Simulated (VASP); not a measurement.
# MgI2 (R-3m) in VASP: relaxation of cell and atoms with r2SCAN+rVV10

Aim: the relaxation of cell and atoms of MgI2 with r2SCAN+rVV10.

Program: VASP 6.6.1. These are calculated values, not measurements. Logs are shortened: lines on timing, memory, paths and dates and some standing lists are left out, and cuts for length are marked.

**1. The cell of the first run**

It takes space group R-3m (No. 166, trigonal). Conventional cell: a = 4.127 Å, b = 4.127 Å, c = 20.518 Å, α = 90.00°, β = 90.00°, γ = 120.00°. Within 3.8 Å of Mg (site symmetry -3m) lie 6 I at 2.91 Å. I (site symmetry 3m) has 3 Mg at 2.91 Å within 3.8 Å.

**2. Relaxation of cell and atoms, r2SCAN+rVV10**

File POSCAR:

```
MgI2
1.0
    2.0635450209      1.1913882733      6.8391765399
   -2.0635450209      1.1913882733      6.8391765399
    0.0000000000     -2.3827765466      6.8391765399
Mg I
1 2
Direct
    0.0000000000      0.0000000000      0.0000000000
    0.2516701081      0.2516701081      0.2516701081
    0.7483298919      0.7483298919      0.7483298919
```

File INCAR.step1:

```
PREC = Accurate ; ENCUT = 600
ISMEAR = -1 ; SIGMA = 0.02
LREAL = False ; LASPH = True
NELM = 80 ; GGA = PE
ALGO = Normal ; EDIFF = 1E-4
LWAVE = True ; LCHARG = False
```

File INCAR.step2:

```
PREC = Accurate ; ENCUT = 600
EDIFF = 1E-6 ; ISMEAR = -1
SIGMA = 0.02 ; LREAL = False
LASPH = True ; NELM = 80
ALGO = Normal ; ISIF = 3
LWAVE = False ; LCHARG = False
METAGGA = R2SCAN ; LMIXTAU = True
LUSE_VDW = True ; IVDW_NL = 2
BPARAM = 11.95 ; CPARAM = 0.0093
IBRION = 2 ; NSW = 80
EDIFFG = -0.005 ; ISTART = 1
```

File KPOINTS:

```
regular mesh
0
Gamma
  6 6 6
```

Potentials or basis: VASP PAW PBE potentials, release 64 (Mg, I).

Launch:

```console
$ cat potpaw_PBE.64/Mg/POTCAR potpaw_PBE.64/I/POTCAR > POTCAR
$ cp INCAR.step1 INCAR
$ mpirun -np 1 vasp_std > vasp.out
$ cp INCAR.step2 INCAR
$ mpirun -np 1 vasp_std > vasp.out
```

OUTCAR:

```text
PREC = Accurate
   ENCUT = 600
   EDIFF = 1E-6
   ISMEAR = -1
   LREAL = False
   LASPH = True
   NELM = 80
   ISIF = 3
   METAGGA = R2SCAN
   IVDW_NL = 2
   BPARAM = 11.95
   IBRION = 2
   NSW = 80
   EDIFFG = -0.005
   ISTART = 1

 ion  position               nearest neighbor table
   1  0.000  0.000  0.000-   3 2.91   2 2.91   3 2.91   3 2.91   2 2.91   2 2.91
   2  0.252  0.252  0.252-   1 2.91   1 2.91   1 2.91
   3  0.748  0.748  0.748-   1 2.91   1 2.91   1 2.91

  LATTYP: Found a trigonal (rhomboedric) cell.
 ALAT       =     7.2423725267
 COS(alpha) =     0.8376335958

  Lattice vectors:

 A1 = (   2.0635450209,   1.1913882733,   6.8391765399)
 A2 = (  -2.0635450209,   1.1913882733,   6.8391765399)
 A3 = (   0.0000000000,  -2.3827765466,   6.8391765399)

Analysis of symmetry for initial positions (statically):
=====================================================================
 Subroutine PRICEL returns:
 Original cell was already a primitive cell.

 Routine SETGRP: Setting up the symmetry group for a
 trigonal (rhombohedral) supercell.

 Subroutine GETGRP returns: Found 12 space group operations
 (whereof 12 operations were pure point group operations)
 out of a pool of 12 trial point group operations.

The static configuration has the point symmetry D_3d.

Analysis of symmetry for dynamics (positions and initial velocities):
=====================================================================
 Subroutine PRICEL returns:
 Original cell was already a primitive cell.

 Routine SETGRP: Setting up the symmetry group for a
 trigonal (rhombohedral) supercell.

 Subroutine GETGRP returns: Found 12 space group operations
 (whereof 12 operations were pure point group operations)
 out of a pool of 12 trial point group operations.

The dynamic configuration has the point symmetry D_3d.

 Subroutine INISYM returns: Found 12 space group operations
 (whereof 12 operations are pure point group operations),
 and found     1 'primitive' translations

----------------------------------------------------------------------------------------

                                     Primitive cell

  volume of cell :     100.8840
[... 120 lines left out ...]
   BPARAM     =11.9500
   IVDW    =     0    specifies the selected vdW correction
   LEPSILON=     F    determine dielectric tensor
   LRPA    =     F    only Hartree local field effects (RPA)
 conjugate gradient relaxation of ions
 non-spin polarized calculation
  energy-cutoff  :      600.00
  volume of cell :      100.88
 maximum number of plane-waves:      3393
 NGX is ok and might be reduce to    60
   NGX = 29   NGY = 29   NGZ = 29

--------------------------------------- Ionic step        1  -------------------------------------------

 number of electron      15.9999999 magnetization

 Free energy of the ion-electron system (eV)
  ---------------------------------------------------
  ext. energy  EPLUGINS =         0.00000000
  ---------------------------------------------------
  free energy    TOTEN  =       -56.36671692 eV

  energy without entropy =      -56.36671692  energy(sigma->0) =      -56.36671692

------------------------ aborting loop because EDIFF is reached ----------------------------------------

  FORCE on cell =-STRESS in cart. coord.  units (eV):
  Direction    XX          YY          ZZ          XY          YZ          ZX
  --------------------------------------------------------------------------------------
  -------------------------------------------------------------------------------------
  Total        0.2963869      0.2963869      0.1523327      0.0000000      0.0000000      0.0000000
  in kB        4.7070326      4.7070326      2.4192532      0.0000000      0.0000000      0.0000000
  external PRESSURE =       3.9444395 kB  Pullay stress =       0.0000000 kB
[... 92 lines left out ...]
  FREE ENERGIE OF THE ION-ELECTRON SYSTEM (eV)
  ---------------------------------------------------
  free  energy   TOTEN  =       -56.3685902185 eV

  energy  without entropy=      -56.3685902185  energy(sigma->0) =      -56.36859022

[... ionic steps 4 to 8 ...]

--------------------------------------- Ionic step        9  -------------------------------------------

 number of electron      16.0000000 magnetization

------------------------ aborting loop because EDIFF is reached ----------------------------------------
[... 69 lines left out ...]
--------------------------------------- Ionic step       11  -------------------------------------------

 number of electron      16.0000000 magnetization

 Free energy of the ion-electron system (eV)
  ---------------------------------------------------
  ext. energy  EPLUGINS =         0.00000000
  ---------------------------------------------------
  free energy    TOTEN  =       -56.37020888 eV

  energy without entropy =      -56.37020888  energy(sigma->0) =      -56.37020888

 E-fermi :   2.3330     XC(G=0):  -8.5971

 val. band max:        1.9351189894   @ k =   0.0000   0.0000   0.0000
 cond. band min:       5.7188444900   @ k =   0.5000   0.5000   0.0000
 fundamental gap:      3.7837255006
 Fermi energy:         2.3330473048

 k-point     1 :       0.0000    0.0000    0.0000
  band No.  band energies     occupation
      1     -10.4901      2.00000
      2      -9.7415      2.00000
      3      -1.6110      2.00000
      4       1.4830      2.00000
      5       1.4830      2.00000
      6       1.8885      2.00000
      7       1.8885      2.00000
      8       1.9351      2.00000
      9       6.3989      0.00000
     10       7.3028      0.00000
     11       9.0456      0.00000
     12       9.0456      0.00000
[... 331 lines left out ...]
 k-point    24 :      -0.3333    0.5000    0.1667
  band No.  band energies     occupation
      1      -9.7024      2.00000
      2      -9.5410      2.00000
      3      -1.5795      2.00000
      4      -1.0231      2.00000
      5       0.0573      2.00000
      6       0.6042      2.00000
      7       1.0404      2.00000
      8       1.2968      2.00000
      9       6.4493      0.00000
     10       8.0116      0.00000
     11       8.4668      0.00000
     12       9.1037      0.00000

 [... further k-points ...]

------------------------ aborting loop because EDIFF is reached ----------------------------------------

  FORCE on cell =-STRESS in cart. coord.  units (eV):
  Direction    XX          YY          ZZ          XY          YZ          ZX
  --------------------------------------------------------------------------------------
  -------------------------------------------------------------------------------------
  Total        0.0075772      0.0075772      0.0035126      0.0000000      0.0000000      0.0000000
  in kB        0.1175897      0.1175897      0.0545122      0.0000000      0.0000000      0.0000000
  external PRESSURE =       0.0965639 kB  Pullay stress =       0.0000000 kB
[... 18 lines left out ...]
  FREE ENERGIE OF THE ION-ELECTRON SYSTEM (eV)
  ---------------------------------------------------
  free  energy   TOTEN  =       -56.3702088791 eV

  energy  without entropy=      -56.3702088791  energy(sigma->0) =      -56.37020888

 reached required accuracy - stopping structural energy minimisation
```

OUTCAR.step1:

```text
PREC = Accurate
   ENCUT = 600
   ISMEAR = -1
   LREAL = False
   LASPH = True
   NELM = 80
[... 584 lines left out ...]
      0.00000      0.00000      0.00000         0.000000     -0.000000     -0.000000
      0.00000      0.00000      5.16365         0.000000      0.000000      0.008729
      0.00000      0.00000     15.35388         0.000000      0.000000     -0.008729
 -----------------------------------------------------------------------------------
    total drift:                                0.000000      0.000000     -0.000000

  FREE ENERGIE OF THE ION-ELECTRON SYSTEM (eV)
  ---------------------------------------------------
  free  energy   TOTEN  =        -7.6791295733 eV

  energy  without entropy=       -7.6791295733  energy(sigma->0) =       -7.67912957
```

Run time: 87 min. Hardware: 1 thread of AMD EPYC 7R13 (Zen 3), shared host; peak memory 1.3 GiB.

What came out:

```
Free energy                           : -56.3702 eV
Relaxed volume                        : 34.41 Å³/atom
Relaxed cell                          : a = 7.313 Å, b = 7.313 Å, c = 7.313 Å, α = 33.00°, β = 33.00°, γ = 33.00°
Space group after relaxing (to 0.1 Å) : R-3m (No. 166)
Energy gained by relaxing             : 1.2 meV/atom
Ionic steps                           : 11
Pressure after relaxing               : 0.0 GPa
Band gap on the k mesh                : 3.78 eV (least direct gap 4.21 eV)
```

Forces on the atoms (eV/Å):
```
Mg   0.000  0.000  0.000
I    0.000  0.000  0.003
I    0.000  0.000 -0.003
```

Step by step:
```tsv
step	energy change (eV)	largest force (eV/Å)	pressure (GPa)	volume (Å³)
1	0.0000	0.0272	0.39	100.88
2	-0.0018	0.0714	0.01	102.10
3	-0.0019	0.0763	-0.02	102.25
4	-0.0018	0.0878	-0.13	102.57
5	-0.0019	0.0787	-0.05	102.31
6	-0.0024	0.0566	-0.03	102.45
7	-0.0028	0.0135	0.00	102.70
8	-0.0031	0.0070	0.02	102.77
9	-0.0034	0.0108	0.09	102.94
10	-0.0034	0.0166	-0.07	103.55
11	-0.0035	0.0025	0.01	103.24
```

Final structure:
```yaml
crystal:
  lattice:
    - [2.07696, 1.19913, 6.90878]
    - [-2.07696, 1.19913, 6.90878]
    - [0.00000, -2.39827, 6.90878]
  atoms:
    - { symbol: Mg, position: [0.00000, 0.00000, 0.00000] }
    - { symbol: I, position: [0.25287, 0.25287, 0.25287] }
    - { symbol: I, position: [0.74713, 0.74713, 0.74713] }
```

Caveat: the PAW data sets were made with another functional, which shifts forces and pressure a little; spin-orbit coupling is left out, which moves the levels of the heavy elements. A k mesh can miss the band edges.
